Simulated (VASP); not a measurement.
# TlPt (P6/mmm) in VASP: further runs

Runs on TlPt. Level: PBE. Tasks: single point.

All numbers are computed with VASP 6.6.1; they aren't measurements. Logs are shortened: lines on timing, memory, paths and dates and some standing lists are left out, and cuts for length are marked.

### Step 1. The cell of the first run

It takes space group P6/mmm (No. 191, hexagonal). Conventional cell: a = 6.587 Å, b = 6.587 Å, c = 3.981 Å, α = 90.00°, β = 90.00°, γ = 120.00°. Within 3.6 Å of Tl (site symmetry mmm) lie 6 Pt at 2.75 to 3.29 Å and 4 Tl at 3.29 Å. Pt (site symmetry 6/mmm) has 6 Tl at 3.29 Å and 14 Pt at 3.98 to 4.29 Å within 4.3 Å. Pt (site symmetry -6m2) has 6 Tl at 2.75 Å within 3.6 Å.

### Step 2. Single point, PBE

The input, INCAR:

```
SYSTEM = TlPt
PREC     = Accurate       ! precision mode
ENCUT    = 520            ! plane-wave cutoff, eV
EDIFF    = 1E-6           ! SCF threshold, eV
ISMEAR   = 0              ! smearing method
SIGMA    = 0.1            ! smearing width, eV
LREAL    = .FALSE.        ! projectors in reciprocal space
LASPH    = .TRUE.         ! aspherical terms in the spheres
NELM     = 60             ! most SCF steps
ALGO     = Fast           ! electronic algorithm
ISIF     = 2              ! what is computed and relaxed
LWAVE    = .FALSE.        ! write WAVECAR
LCHARG   = .FALSE.        ! write CHGCAR
GGA      = PE             ! functional
NBANDS   = 44             ! bands
```

The input, KPOINTS:

```
Automatic mesh
0
G
  6 6 8
  0 0 0
```

The input, POSCAR:

```
TlPt
1.0
    6.5871404291      0.0000000000      0.0000000000
   -3.2935702146      5.7046309499      0.0000000000
    0.0000000000      0.0000000000      3.9807322556
Tl Pt
3 3
Direct
    0.5000000000      0.0000000000      0.0000000000
    0.5000000000      0.5000000000      0.0000000000
    0.0000000000      0.5000000000      0.0000000000
    0.0000000000      0.0000000000      0.0000000000
    0.3333333333      0.6666666667      0.5000000000
    0.6666666667      0.3333333333      0.5000000000
```

Potentials or basis: VASP PAW PBE potentials, release 64 (Tl_d, Pt).

Command:

```sh
$ cat potpaw_PBE.64/Tl_d/POTCAR potpaw_PBE.64/Pt/POTCAR > POTCAR
$ mpirun -np 1 vasp_std > vasp.out
```

OUTCAR:

```text
SYSTEM = TlPt
   PREC = Accurate
   ENCUT = 520
   EDIFF = 1E-6
   ISMEAR = 0
   LREAL = .FALSE.
   LASPH = .TRUE.
   NELM = 60
   ISIF = 2
   GGA = PE

 ion  position               nearest neighbor table
   1  0.500  0.000  0.000-   5 2.75   6 2.75   5 2.75   6 2.75   3 3.29   3 3.29   4 3.29   4 3.29
                             2 3.29   2 3.29
   2  0.500  0.500  0.000-   5 2.75   6 2.75   5 2.75   6 2.75   4 3.29   4 3.29   3 3.29   3 3.29
                             1 3.29   1 3.29
   3  0.000  0.500  0.000-   5 2.75   6 2.75   5 2.75   6 2.75   1 3.29   1 3.29   2 3.29   2 3.29
                             4 3.29   4 3.29
   4  0.000  0.000  0.000-   2 3.29   2 3.29   1 3.29   1 3.29   3 3.29   3 3.29
   5  0.333  0.667  0.500-   3 2.75   3 2.75   1 2.75   1 2.75   2 2.75   2 2.75
   6  0.667  0.333  0.500-   3 2.75   3 2.75   1 2.75   1 2.75   2 2.75   2 2.75

  LATTYP: Found a hexagonal cell.
 ALAT       =     6.5871404291
 C/A-ratio  =     0.6043187174

  Lattice vectors:

 A1 = (   6.5871404291,   0.0000000000,   0.0000000000)
 A2 = (  -3.2935702146,   5.7046309499,   0.0000000000)
 A3 = (   0.0000000000,   0.0000000000,   3.9807322556)

Analysis of symmetry for initial positions (statically):
=====================================================================
 Subroutine PRICEL returns:
 Original cell was already a primitive cell.

 Routine SETGRP: Setting up the symmetry group for a
 hexagonal supercell.

 Subroutine GETGRP returns: Found 24 space group operations
 (whereof 24 operations were pure point group operations)
 out of a pool of 24 trial point group operations.

The static configuration has the point symmetry D_6h.

Analysis of symmetry for dynamics (positions and initial velocities):
=====================================================================
 Subroutine PRICEL returns:
 Original cell was already a primitive cell.

 Routine SETGRP: Setting up the symmetry group for a
 hexagonal supercell.

 Subroutine GETGRP returns: Found 24 space group operations
 (whereof 24 operations were pure point group operations)
 out of a pool of 24 trial point group operations.

The dynamic configuration has the point symmetry D_6h.

 Subroutine INISYM returns: Found 24 space group operations
 (whereof 24 operations are pure point group operations),
[... 104 lines left out ...]
   EDIFF  = 0.1E-05   stopping-criterion for ELM
   LREAL  =      F    real-space projection
   EDIFFG = 0.1E-04   stopping-criterion for IOM
   NSW    =      0    number of steps for IOM
   IBRION =     -1    ionic relax: 0-MD 1-quasi-New 2-CG
   NFREE  =      0    steps in history (QN), initial steepest desc. (CG)
   ISIF   =      2    stress and relaxation
   ISYM   =      2    0-nonsym 1-usesym 2-fastsym
   POTIM  = 0.5000    time-step for ionic-motion
   TEBEG  =    0.0;   TEEND  =   0.0 temperature during run
   PSTRESS=    0.0 pullay stress
   NELECT =      69.0000    total number of electrons
   NUPDOWN=      -1.0000    fix difference up-down
   EMIN   =  10.00;   EMAX   =-10.00  energy-range for DOS
   EFERMI =   0.00;   METHOD = LEGACY
   ISMEAR =     0;   SIGMA  =   0.10  broadening in eV -4-tet -1-fermi 0-gaus
   EFERMI_NEDOS =   21; number of points for ismear=-14 and -15
   IALGO  =     68    algorithm
   IMIX   =      4    mixing-type and parameters
     AMIX     =   0.40;   BMIX     =  1.00
     AMIX_MAG =   1.60;   BMIX_MAG =  1.00
  volume/ion in A,a.u.               =      24.93       168.24
  Fermi-wavevector in a.u.,A,eV,Ry     =   1.264917  2.390347 21.769528  1.600015
  Thomas-Fermi vector in A             =   2.398197
   LORBIT       =      0    0 simple, 1 ext, 2 COOP (PROOUT), +10 PAW based schemes
   GGA     = PE    functional components
   LHFCALC =     F    Hartree Fock is set to
   AEXX    =    0.0000 exact exchange contribution
   IVDW    =     0    specifies the selected vdW correction
   LEPSILON=     F    determine dielectric tensor
   LRPA    =     F    only Hartree local field effects (RPA)
 non-spin polarized calculation
 RMM-DIIS sequential band-by-band and
 Gauss-broadening in eV      SIGMA  =   0.10
  energy-cutoff  :      520.00
  volume of cell :      149.58
 maximum number of plane-waves:      4059
 NGX is ok and might be reduce to    50
   NGX = 25   NGY = 25   NGZ = 15

 number of electron      69.0000018 magnetization

 Free energy of the ion-electron system (eV)
  ---------------------------------------------------
  ext. energy  EPLUGINS =         0.00000000
  ---------------------------------------------------
  free energy    TOTEN  =       -21.75280759 eV

  energy without entropy =      -21.73456305  energy(sigma->0) =      -21.74368532

 E-fermi :   5.9430     XC(G=0): -10.5108

 val. band max:        5.9276694764   @ k =   0.5000  -0.0000   0.3750
 cond. band min:       5.9517774101   @ k =   0.1667  -0.0000   0.5000
 fundamental gap:      0.0241079337
 Fermi energy:         5.9429853355

 k-point     1 :       0.0000    0.0000    0.0000
  band No.  band energies     occupation
      1      -6.2750      2.00000
      2      -5.7781      2.00000
      3      -5.7781      2.00000
      4      -5.7123      2.00000
      5      -5.6552      2.00000
      6      -5.6552      2.00000
[... 1117 lines left out ...]
     43      11.5993      0.00000
     44      11.7367      0.00000

 [... further k-points ...]

------------------------ aborting loop because EDIFF is reached ----------------------------------------

  FORCE on cell =-STRESS in cart. coord.  units (eV):
  Direction    XX          YY          ZZ          XY          YZ          ZX
  --------------------------------------------------------------------------------------
  -------------------------------------------------------------------------------------
  Total        0.0182051      0.0182051     -0.0237602     -0.0000000     -0.0000000      0.0000000
  in kB        0.1949921      0.1949921     -0.2544910     -0.0000000     -0.0000000      0.0000000
  external PRESSURE =       0.0451644 kB  Pullay stress =       0.0000000 kB

 VOLUME and BASIS-vectors are now :
 -----------------------------------------------------------------------------
  energy-cutoff  :      520.00
  volume of cell :      149.58
      direct lattice vectors                 reciprocal lattice vectors
     6.587140429  0.000000000  0.000000000     0.151810943  0.087648089  0.000000000
    -3.293570215  5.704630950  0.000000000     0.000000000  0.175296178  0.000000000
     0.000000000  0.000000000  3.980732256     0.000000000  0.000000000  0.251210063

 POSITION                                       TOTAL-FORCE (eV/Angst)
 -----------------------------------------------------------------------------------
      3.29357      0.00000      0.00000         0.000000      0.000000      0.000000
      1.64679      2.85232      0.00000         0.000000      0.000000      0.000000
     -1.64679      2.85232      0.00000         0.000000      0.000000      0.000000
      0.00000      0.00000      0.00000         0.000000      0.000000      0.000000
     -0.00000      3.80309      1.99037        -0.000000     -0.000000     -0.000000
      3.29357      1.90154      1.99037         0.000000      0.000000      0.000000
 -----------------------------------------------------------------------------------
    total drift:                               -0.000000      0.000000     -0.000000

  FREE ENERGIE OF THE ION-ELECTRON SYSTEM (eV)
  ---------------------------------------------------
  free  energy   TOTEN  =       -21.7528075936 eV

  energy  without entropy=      -21.7345630545  energy(sigma->0) =      -21.74368532
```

stdout:

```text
POSCAR found type information on POSCAR TlPt
 POSCAR found :  2 types and       6 ions
 scaLAPACK will be used
 LDA part: xc-table for (Slater+PW92), standard interpolation
 POSCAR, INCAR and KPOINTS ok, starting setup
 FFT: planning ... GRIDC
 FFT: planning ... GRID_SOFT
 FFT: planning ... GRID
 WAVECAR not read
 entering main loop
```

Wall time 3.2 min (1 thread of Oxide Virtual Turin-like, shared host); peak memory 0.34 GiB.

Results:

```
Free energy : -21.7528 eV
Pressure    : 0.0 GPa
```

Levels at points of the mesh, in eV from the Fermi level:
| k point | band 31 | band 32 | band 33 | band 34 | band 35 | band 36 | band 37 | band 38 |
| --- | --- | --- | --- | --- | --- | --- | --- | --- |
| (0.00, 0.00, 0.00) | -0.68 | -0.68 | -0.45 | -0.45 | -0.24 | -0.20 | -0.20 | 1.74 |
| (0.50, 0.00, 0.00) | -1.19 | -0.74 | -0.74 | -0.69 | 0.75 | 1.54 | 2.81 | 3.02 |
| (0.00, 0.00, 0.50) | -0.91 | -0.91 | -0.47 | 1.02 | 1.02 | 1.04 | 1.04 | 1.10 |
| (0.50, 0.00, 0.50) | -1.28 | -1.24 | -0.74 | -0.65 | 0.24 | 0.60 | 1.08 | 2.58 |

Caveat: spin-orbit coupling is left out, which moves the levels of the heavy elements.

### Step 3. Single point, PBE (uniaxial strain along c: -3.0 %)

The input, INCAR:

```
SYSTEM = TlPt
PREC = Accurate
ENCUT = 520
EDIFF = 1E-7
ISMEAR = 0
SIGMA = 0.1
LREAL = .False.
LASPH = .True.
NELM = 60
ALGO = Fast
ISIF = 2
LWAVE = .False.
LCHARG = .False.
GGA = PE
NBANDS = 44
```

The input, KPOINTS:

```
Automatic mesh
0
Gamma
  6 6 10
  0 0 0
```

The input, POSCAR:

```
TlPt
1.0
    6.6365439823      0.0000000000      0.0000000000
   -3.3182719912      5.7474156820      0.0000000000
    0.0000000000      0.0000000000      3.8613102879
Tl Pt
3 3
Direct
    0.5000000000      0.0000000000      0.0000000000
    0.5000000000      0.5000000000      0.0000000000
    0.0000000000      0.5000000000      0.0000000000
    0.0000000000      0.0000000000      0.0000000000
    0.3333333330      0.6666666670      0.5000000000
    0.6666666670      0.3333333330      0.5000000000
```

Potentials or basis: VASP PAW PBE potentials, release 64 (Tl_d, Pt).

Command:

```sh
$ cat potpaw_PBE.64/Tl_d/POTCAR potpaw_PBE.64/Pt/POTCAR > POTCAR
$ mpirun -np 1 vasp_std > vasp.out
```

Run time: 5.1 min. Hardware: 1 thread of Oxide Virtual Turin-like, shared host; peak memory 0.36 GiB.

It converged, with:

- Free energy: -21.7272 eV
- Pressure: 2.0 GPa

Stress tensor (GPa, compression positive):
```
1.59 0.00 0.00
0.00 1.59 0.00
0.00 0.00 2.89
```

Levels at points of the mesh, in eV from the Fermi level:
```csv
k point,band 30,band 31,band 32,band 33,band 34,band 35,band 36,band 37,band 38,band 39
"(0.00, 0.00, 0.00)",-1.33,-0.65,-0.65,-0.48,-0.48,-0.32,-0.32,-0.32,2.17,6.05
"(0.50, 0.00, 0.00)",-1.35,-1.31,-0.78,-0.70,-0.65,0.60,1.38,2.74,2.78,3.88
"(0.00, 0.00, 0.50)",-0.98,-0.96,-0.96,-0.46,0.90,0.90,1.09,1.09,1.14,1.25
"(0.50, 0.00, 0.50)",-1.52,-1.28,-1.25,-0.79,-0.65,0.38,0.70,0.98,2.53,2.68
```

Caveat: the cell differs from its parent crystal (uniaxial strain along c: -3.0 %); spin-orbit coupling is left out, which moves the levels of the heavy elements.

[end of part 1 of 2]
